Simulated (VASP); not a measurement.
# Zr2HS4 in VASP: a series of runs, part 2 of 2

VASP 6.6.1. The steps go on from the part before.

## 4. Single point, PBE+D3(BJ)

File INCAR:

```
PREC = Accurate
ENCUT = 400
EDIFF = 1E-6
ISMEAR = 0
SIGMA = 0.05
LREAL = F
LASPH = T
NELM = 120
ALGO = Normal
ISIF = 2
LWAVE = F
LCHARG = T
LDIPOL = T
IDIPOL = 3
DIPOL = 0.5 0.5 0.289
GGA = PE
IVDW = 12
LELF = T
LVHAR = T
LVACPOTAV = T
NBANDS = 62
GGA_COMPAT = F
NELMDL = -8
```

File KPOINTS:

```
regular mesh
0
Gamma
  6 6 1
```

File POSCAR:

```
Zr2HS4
1.0
    7.2976778227      0.0000000000      0.0000000000
   -3.6488389114      6.3199743831      0.0000000000
    0.0000000000      0.0000000000     20.9171506047
S Zr H
8 4 2
Direct
    0.3333333333      0.1666666667      0.1912306354
    0.3333333333      0.6666666667      0.1912306354
    0.8333333333      0.1666666667      0.1912306354
    0.8333333333      0.6666666667      0.1912306354
    0.1666666667      0.3333333333      0.3306927762
    0.1666666667      0.8333333333      0.3306927762
    0.6666666667      0.3333333333      0.3306927762
    0.6666666667      0.8333333333      0.3306927762
    0.0000000000      0.0000000000      0.2609617058
    0.0000000000      0.5000000000      0.2609617058
    0.5000000000      0.0000000000      0.2609617058
    0.5000000000      0.5000000000      0.2609617058
    0.3036654916      0.6963345084      0.4549926892
    0.3630011751      0.6369988249      0.4549926892
```

Potentials or basis: VASP PAW PBE potentials, release 64 (S, Zr_sv, H).

Command:

```console
> cat potpaw_PBE.64/S/POTCAR potpaw_PBE.64/Zr_sv/POTCAR potpaw_PBE.64/H/POTCAR > POTCAR
> mpirun -np 1 vasp_std > vasp.out
```

OUTCAR:

```text
PREC = Accurate
   ENCUT = 400
   EDIFF = 1E-6
   ISMEAR = 0
   LREAL = F
   LASPH = T
   NELM = 120
   ISIF = 2
   GGA = PE
   IVDW = 12
   NELMDL = -8
 IVDW          = 12

 ion  position               nearest neighbor table
   1  0.333  0.167  0.191-   9 2.56  12 2.56  11 2.56
   2  0.333  0.667  0.191-  10 2.56  11 2.56  12 2.56
   3  0.833  0.167  0.191-  11 2.56  10 2.56   9 2.56
   4  0.833  0.667  0.191-  12 2.56   9 2.56  10 2.56
   5  0.167  0.333  0.331-  12 2.56   9 2.56  10 2.56
   6  0.167  0.833  0.331-  11 2.56  10 2.56   9 2.56
   7  0.667  0.333  0.331-  10 2.56  11 2.56  12 2.56
   8  0.667  0.833  0.331-   9 2.56  12 2.56  11 2.56
   9  0.000  0.000  0.261-   1 2.56   8 2.56   5 2.56   4 2.56   6 2.56   3 2.56  12 3.65  12 3.65
                            11 3.65  11 3.65  10 3.65  10 3.65
  10  0.000  0.500  0.261-   2 2.56   7 2.56   6 2.56   3 2.56   4 2.56   5 2.56  11 3.65  11 3.65
                            12 3.65  12 3.65   9 3.65   9 3.65
  11  0.500  0.000  0.261-   3 2.56   6 2.56   2 2.56   7 2.56   1 2.56   8 2.56  10 3.65  10 3.65
                             9 3.65   9 3.65  12 3.65  12 3.65
  12  0.500  0.500  0.261-   4 2.56   5 2.56   1 2.56   8 2.56   7 2.56   2 2.56   9 3.65   9 3.65
                            10 3.65  10 3.65  11 3.65  11 3.65
  13  0.304  0.696  0.455-  14 0.75
  14  0.363  0.637  0.455-  13 0.75

  LATTYP: Found a hexagonal cell.
 ALAT       =     7.2976778227
 C/A-ratio  =     2.8662748771

  Lattice vectors:

 A1 = (   7.2976778227,   0.0000000000,   0.0000000000)
 A2 = (  -3.6488389114,   6.3199743831,   0.0000000000)
 A3 = (   0.0000000000,   0.0000000000,  20.9171506047)

Analysis of symmetry for initial positions (statically):
=====================================================================
 Subroutine PRICEL returns:
 Original cell was already a primitive cell.

 Routine SETGRP: Setting up the symmetry group for a
 hexagonal supercell.

 Subroutine GETGRP returns: Found  2 space group operations
 (whereof  2 operations were pure point group operations)
 out of a pool of 24 trial point group operations.

The static configuration has the point symmetry C_1h.

Analysis of symmetry for dynamics (positions and initial velocities):
=====================================================================
 Subroutine PRICEL returns:
 Original cell was already a primitive cell.

 Routine SETGRP: Setting up the symmetry group for a
 hexagonal supercell.

 Subroutine GETGRP returns: Found  2 space group operations
 (whereof  2 operations were pure point group operations)
 out of a pool of 24 trial point group operations.

The dynamic configuration has the point symmetry C_1h.

 Subroutine INISYM returns: Found  2 space group operations
 (whereof  2 operations are pure point group operations),
 and found     1 'primitive' translations

----------------------------------------------------------------------------------------

                                     Primitive cell

  volume of cell :     964.7228

  direct lattice vectors                    reciprocal lattice vectors
[... 82 lines left out ...]
   number of dos      NEDOS =    301   number of ions     NIONS =     14
   total plane-waves  NPLWV = 322560
   dimension x,y,z NGX =    48 NGY =   48 NGZ =  140
   dimension x,y,z NGXF=    96 NGYF=   96 NGZF=  280
   ions per type =               8   4   2
   NGX,Y,Z   is equivalent  to a cutoff of  10.93, 10.93, 11.13 a.u.
   NGXF,Y,Z  is equivalent  to a cutoff of  21.87, 21.87, 22.25 a.u.
 SYSTEM =  unknown system
   PREC   = accura    normal or accurate (medium, high low for compatibility)
   ISTART =      0    job   : 0-new  1-cont  2-samecut
   ICHARG =      2    charge: 1-file 2-atom 10-const
   ISPIN  =      1    spin polarized calculation?
   LNONCOLLINEAR =      F non collinear calculations
   LSORBIT =      F    spin-orbit coupling
   LASPH  =      T    aspherical Exc in radial PAW
   ENCUT  =  400.0 eV  29.40 Ry    5.42 a.u.  11.90 11.90 34.11*2*pi/ulx,y,z
   NELM   =    120;   NELMIN=  2; NELMDL= -8     # of ELM steps
   EDIFF  = 0.1E-05   stopping-criterion for ELM
   LREAL  =      F    real-space projection
[... 7 lines left out ...]
   TEBEG  =    0.0;   TEEND  =   0.0 temperature during run
   PSTRESS=    0.0 pullay stress
   NELECT =      98.0000    total number of electrons
   NUPDOWN=      -1.0000    fix difference up-down
   EMIN   =  10.00;   EMAX   =-10.00  energy-range for DOS
   EFERMI =   0.00;   METHOD = LEGACY
   ISMEAR =     0;   SIGMA  =   0.05  broadening in eV -4-tet -1-fermi 0-gaus
   EFERMI_NEDOS =   21; number of points for ismear=-14 and -15
   IALGO  =     38    algorithm
   IMIX   =      4    mixing-type and parameters
     AMIX     =   0.40;   BMIX     =  1.00
     AMIX_MAG =   1.60;   BMIX_MAG =  1.00
  volume/ion in A,a.u.               =      68.91       465.02
  Fermi-wavevector in a.u.,A,eV,Ry     =   0.763864  1.443494  7.938838  0.583488
  Thomas-Fermi vector in A             =   1.863639
   LORBIT       =      0    0 simple, 1 ext, 2 COOP (PROOUT), +10 PAW based schemes
   GGA     = PE    functional components
   LHFCALC =     F    Hartree Fock is set to
   AEXX    =    0.0000 exact exchange contribution
   IVDW    =    12    specifies the selected vdW correction
   LEPSILON=     F    determine dielectric tensor
   LRPA    =     F    only Hartree local field effects (RPA)
 non-spin polarized calculation
 Gauss-broadening in eV      SIGMA  =   0.05
  energy-cutoff  :      400.00
  volume of cell :      964.72
 maximum number of plane-waves:     17598
   NGX = 23   NGY = 23   NGZ = 69

 dipolmoment           0.000000      0.000000      0.001738 electrons x Angstroem

 number of electron      98.0000014 magnetization

 dipolmoment           0.000000      0.000000     -0.003442 electrons x Angstroem

 Free energy of the ion-electron system (eV)
  ---------------------------------------------------
  ext. energy  EPLUGINS =         0.00000000
  ---------------------------------------------------
  free energy    TOTEN  =       -92.45786746 eV

  energy without entropy =      -92.45786746  energy(sigma->0) =      -92.45786746

 E-fermi :  -3.0224     XC(G=0):  -3.3070

 val. band max:       -3.2724139828   @ k =   0.0000   0.0000   0.0000
 cond. band min:      -2.1719912408   @ k =   0.0000   0.0000   0.0000
 fundamental gap:      1.1004227419
 Fermi energy:        -3.0223958196

 k-point     1 :       0.0000    0.0000    0.0000
  band No.  band energies     occupation
      1     -52.1273      2.00000
      2     -52.1078      2.00000
      3     -52.1069      2.00000
      4     -52.1061      2.00000
      5     -30.3103      2.00000
      6     -30.3093      2.00000
[... 821 lines left out ...]
     60       0.2862      0.00000
     61       0.2964      0.00000
 [bands above 61 left out]

------------------------ aborting loop because EDIFF is reached ----------------------------------------

 Edisp (eV)   -3.02326

 E8    (eV) :    -1.3572

  FORCE on cell =-STRESS in cart. coord.  units (eV):
  Direction    XX          YY          ZZ          XY          YZ          ZX
  --------------------------------------------------------------------------------------
  -------------------------------------------------------------------------------------
  Total      -0.33065    -0.33184    -0.16354    -0.00104     0.00890    -0.01542
  in kB      -0.54912    -0.55112    -0.27160    -0.00173     0.01479    -0.02561
  external pressure =       -0.46 kB  Pullay stress =        0.00 kB

 VOLUME and BASIS-vectors are now :
 -----------------------------------------------------------------------------
  energy-cutoff  :      400.00
  volume of cell :      964.72
      direct lattice vectors                 reciprocal lattice vectors
     7.297677823  0.000000000  0.000000000     0.137029891  0.079114245  0.000000000
    -3.648838911  6.319974383  0.000000000     0.000000000  0.158228489  0.000000000
     0.000000000  0.000000000 20.917150605     0.000000000  0.000000000  0.047807659

 POSITION                                       TOTAL-FORCE (eV/Angst)
 -----------------------------------------------------------------------------------
      1.82442      1.05333      4.00000         0.003640     -0.000367     -0.013824
     -0.00000      4.21332      4.00000        -0.001957      0.001130     -0.003594
      5.47326      1.05333      4.00000        -0.002845      0.001642     -0.011898
      3.64884      4.21332      4.00000         0.002138     -0.002969     -0.013824
      0.00000      2.10666      6.91715        -0.000375     -0.012703     -0.009373
     -1.82442      5.26665      6.91715        -0.010546      0.006089      0.001363
      3.64884      2.10666      6.91715        -0.000082      0.000047      0.019102
      1.82442      5.26665      6.91715         0.010814      0.006676     -0.009373
      0.00000      0.00000      5.45858        -0.007019      0.004052      0.001017
     -1.82442      3.15999      5.45858         0.012102     -0.001553      0.005845
      3.64884      0.00000      5.45858         0.007396     -0.009704      0.005845
      1.82442      3.15999      5.45858        -0.009900      0.005716      0.006787
     -0.32476      4.40082      9.51715        -0.046019      0.026569      0.009541
      0.32476      4.02582      9.51715         0.042651     -0.024625      0.012387
 -----------------------------------------------------------------------------------
    total drift:                               -0.000001      0.000001      0.000766

  FREE ENERGIE OF THE ION-ELECTRON SYSTEM (eV)
  ---------------------------------------------------
  free  energy   TOTEN  =       -95.4811279293 eV

  energy  without entropy=      -95.4811279293  energy(sigma->0) =      -95.48112793

 vacuum level on the upper side and lower side of the slab         3.109         3.123
```

It took 17 min on 1 thread of Intel Xeon Platinum 8259CL at 2.50GHz (Skylake/Cascade Lake), shared host; peak memory 0.91 GiB.

What came out:

| Property | Result |
| --- | --- |
| Free energy | -95.4811 eV |
| Largest force | 0.054 eV/Å |
| Band gap on the k mesh | 1.10 eV |
| Dispersion energy per atom | -0.216 eV |

Forces in eV/Å, atoms in the order of the input:
```
S    0.004  0.000 -0.014
S   -0.002  0.001 -0.004
S   -0.003  0.002 -0.012
S    0.002 -0.003 -0.014
S    0.000 -0.013 -0.009
S   -0.011  0.006  0.001
S    0.000  0.000  0.019
S    0.011  0.007 -0.009
Zr  -0.007  0.004  0.001
Zr   0.012 -0.002  0.006
Zr   0.007 -0.010  0.006
Zr  -0.010  0.006  0.007
H   -0.046  0.027  0.010
H    0.043 -0.025  0.012
```

## 5. Single point, PBE+D3(BJ)

File INCAR:

```
SYSTEM = Zr2HS4
  PREC = Accurate
  ENCUT = 400
  EDIFF = 1E-6
  ISMEAR = 0
  SIGMA = 0.05
  LREAL = .False.
  LASPH = .True.
  NELM = 120
  ALGO = Normal
  ISIF = 2
  LWAVE = .False.
  LCHARG = .True.
  LDIPOL = .True.
  IDIPOL = 3
  DIPOL = 0.5 0.5 0.289
  GGA = PE
  IVDW = 12
  LELF = .True.
  LVHAR = .True.
  LVACPOTAV = .True.
  NBANDS = 62
  GGA_COMPAT = .False.
  NELMDL = -8
```

File KPOINTS:

```
Automatic mesh
0
Gamma
  6 6 1
  0 0 0
```

POSCAR is that of step 4.

Command:

```console
> cat potpaw_PBE.64/S/POTCAR potpaw_PBE.64/Zr_sv/POTCAR potpaw_PBE.64/H/POTCAR > POTCAR
> mpirun -np 1 vasp_std > vasp.out
```

It took 28 min on 1 thread of Intel Xeon Platinum 8259CL at 2.50GHz (Skylake/Cascade Lake), shared host; peak memory 0.91 GiB.

The run converged. Its results:

- Free energy: -95.4811 eV
- Largest force: 0.054 eV/Å
- Band gap on the k mesh: 1.10 eV
- Dispersion energy per atom: -0.216 eV

Forces on the atoms (eV/Å):
```
S    0.004  0.000 -0.014
S   -0.002  0.001 -0.004
S   -0.003  0.002 -0.012
S    0.002 -0.003 -0.014
S    0.000 -0.013 -0.009
S   -0.011  0.006  0.001
S    0.000  0.000  0.019
S    0.011  0.007 -0.009
Zr  -0.007  0.004  0.001
Zr   0.012 -0.002  0.006
Zr   0.007 -0.010  0.006
Zr  -0.010  0.006  0.007
H   -0.046  0.027  0.010
H    0.043 -0.025  0.012
```

Levels at points of the mesh, in eV from the valence-band top:
```tsv
k point	band 47	band 48	band 49	band 50	band 51	band 52
(0.00, 0.00, 0.00)	-0.85	0.00	0.00	1.10	1.10	1.11
(0.50, 0.00, 0.00)	-0.85	-0.50	-0.48	1.48	1.49	2.27
(0.50, 0.50, 0.00)	-0.85	-0.50	-0.48	1.48	1.49	2.28
```

## 6. Single point, PBE+D3(BJ)

File INCAR:

```
PREC     = Accurate       # precision mode
ENCUT    = 400            # plane-wave cutoff, eV
EDIFF    = 1E-6           # SCF threshold, eV
ISMEAR   = 0              # smearing method
SIGMA    = 0.05           # smearing width, eV
LREAL    = F              # projectors in reciprocal space
LASPH    = T              # aspherical terms in the spheres
NELM     = 120            # most SCF steps
ALGO     = Normal         # electronic algorithm
ISIF     = 2              # what is computed and relaxed
LWAVE    = F              # write WAVECAR
LCHARG   = F              # write CHGCAR
LDIPOL   = T            
IDIPOL   = 3            
DIPOL    = 0.5 0.5 0.274
GGA      = PE             # functional
IVDW     = 12             # dispersion correction
NBANDS   = 62             # bands
GGA_COMPAT= F            
NELMDL   = -8
```

File KPOINTS:

```
regular mesh
0
Gamma
  6 6 1
```

Changes to POSCAR since step 5:

```diff
@@ -20,3 +20,3 @@
     0.5000000000      0.5000000000      0.2609617058
-    0.3036654916      0.6963345084      0.4549926892
-    0.3630011751      0.6369988249      0.4549926892
+    0.2866163718      0.7133836282      0.3522062227
+    0.3800502948      0.6199497052      0.3522062227
```

Potentials or basis: VASP PAW PBE potentials, release 64 (S, Zr_sv, H).

Command:

```console
> cat potpaw_PBE.64/S/POTCAR potpaw_PBE.64/Zr_sv/POTCAR potpaw_PBE.64/H/POTCAR > POTCAR
> mpirun -np 1 vasp_std > vasp.out
```

Wall time 41 min (1 thread of Intel Xeon 8259CL, shared host); peak memory 0.92 GiB.

It converged, with:

```
Free energy                : -92.2299 eV
Largest force              : 1.938 eV/Å
Band gap on the k mesh     : zero (bands 49 and 50 overlap by 0.26 eV)
Dispersion energy per atom : -0.224 eV
```

Forces on the atoms (eV/Å):
```
S   -0.033 -0.009  0.162
S   -0.026  0.015  0.039
S    0.090 -0.052  0.160
S   -0.009  0.033  0.162
S   -0.451 -0.650  0.270
S    0.184 -0.106  0.800
S   -0.006  0.003  0.177
S    0.338  0.716  0.270
Zr  -0.360  0.208 -1.102
Zr  -0.553 -0.807 -0.981
Zr   0.423  0.882 -0.981
Zr   0.375 -0.217 -0.576
H    1.484 -0.857  0.906
H   -1.457  0.841  0.695
```

Levels at points of the mesh, in eV from the Fermi level:
```csv
k point,band 45,band 46,band 47,band 48,band 49,band 50,band 51,band 52,band 53,band 54
"(0.00, 0.00, 0.00)",-2.17,-2.15,-1.33,-1.32,-0.23,-0.15,-0.09,0.23,0.50,0.54
"(0.50, 0.00, 0.00)",-2.26,-2.03,-1.87,-1.77,-0.10,0.21,0.35,1.07,1.15,1.54
"(0.50, 0.50, 0.00)",-2.18,-2.08,-1.82,-1.78,-0.36,0.31,0.32,1.11,1.11,1.57
```

## 7. Overview

| cell | gap on the mesh (eV) | largest force (eV/Å) |
| --- | --- | --- |
| as given, atomic positions A | 0.72 | 2.29 |
| as given, atomic positions B | 0.49 | 1.75 |
| as given, atomic positions C | 1.10 | 0.05 |
| as given, atomic positions D | none | 1.94 |

Alike in all rows: task single point; level PBE+D3(BJ); potentials or basis VASP PAW PBE potentials, release 64 (S, Zr_sv, H); no spin polarisation; k mesh 6 × 6 × 1; cutoff (eV) 400; smearing gaussian 0.05 eV.

Total energies depend on the potentials used, so only differences within one code and one set of settings carry meaning.

The gap in the log of VASP goes by the Fermi energy; the results here count the filled bands.